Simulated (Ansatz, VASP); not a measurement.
## One calculation of La, two programs

File INCAR:

```
SYSTEM = La
ALGO = Normal ; EDIFF = 1E-7
ENCUT = 520 ; GGA = RE
ISIF = 2 ; ISMEAR = -1
LASPH = .True. ; LCHARG = .False.
LREAL = .False. ; LWAVE = .False.
NBANDS = 18 ; NELM = 100
PREC = Accurate ; SIGMA = 0.1
```

Contents of KPOINTS:

```
k-points
0
Gamma
  11 11 6
  0 0 0
```

The input POSCAR:

```
La
1.0
    3.9384285507      0.0000000000      0.0000000000
   -1.9692142753      3.4107791759      0.0000000000
    0.0000000000      0.0000000000      6.3211975188
La
2
Direct
    0.3333333333      0.6666666667      0.2500000000
    0.6666666667      0.3333333333      0.7500000000
```

Input for Ansatz:

```yaml
crystal:
  lattice:
    - [3.9384285507, 0.0, 0.0]
    - [-1.9692142753, 3.4107791759, 0.0]
    - [0.0, 0.0, 6.3211975188]
  atoms:
    - { symbol: La, position: [0.3333333333, 0.6666666667, 0.25] }
    - { symbol: La, position: [0.6666666667, 0.3333333333, 0.75] }
hamiltonian:
  xc: revpbe
  pseudopotentials:
    kind: paw
    azcp:
      La: "pseudopotentials/La.paw.azcp"
basis:
  ecutwfc: 420
  fft_grid_basis: typed
kpoints:
  mp_grid: { grid: [11, 11, 6], shift: [0, 0, 0] }
magnetization:
  spin_polarized: false
scf:
  occupations: { method: fermi_dirac, width: 0.1 }
  lower_state_search: "off"
output:
  stress: true
```

Alike in both runs: task single point; functional revPBE; k mesh 11 × 11 × 6; occupations fermi-dirac, width 0.1 eV; no spin polarisation.

```csv
,VASP,Ansatz
version,VASP 6.6.1,Ansatz 0.2.0
potentials or method,"VASP PAW PBE potentials, release 64 (La), cutoff 520 eV","plane waves (420 eV) with PAW, scalar-relativistic"
valence electrons in the cell,22,22
```

```csv
,VASP,Ansatz,Ansatz less VASP
pressure (GPa),-1.7,-1.7,-0.03
"traceless stress, the component that is largest in VASP (GPa)",-0.14,-0.14,+0.001
```

VASP's potentials were made for PBE, not for revPBE.

Spin-orbit coupling is off throughout.
